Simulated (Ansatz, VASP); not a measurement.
## Two plane-wave programs on Co

```
Co
1.0
     2.32050    0.00000    0.00000
     0.00000    2.32050    0.00000
     0.00000    0.00000    2.32050
Co
1
Direct
  0.00000 0.00000 0.00000
```

Alike in both runs: task single point; functional BLYP; k mesh 15 × 15 × 15; occupations fermi-dirac, width 0.1 eV; no spin polarisation.

|  | VASP | Ansatz |
| --- | --- | --- |
| version | VASP 6.6.1 | Ansatz 0.2.0 |
| potentials or method | VASP PAW PBE potentials, release 64 (Co), cutoff 520 eV | plane waves (420 eV) with PAW, scalar-relativistic |
| valence electrons in the cell | 9 | 17 |

```csv
,VASP,Ansatz,Ansatz less VASP
pressure (GPa),-0.3,0.1,+0.32
```

VASP's potentials were made for PBE, not for BLYP. VASP's potentials hold 9 valence electrons a cell and Ansatz's 17, so a difference there can come from the potentials and not from the codes.
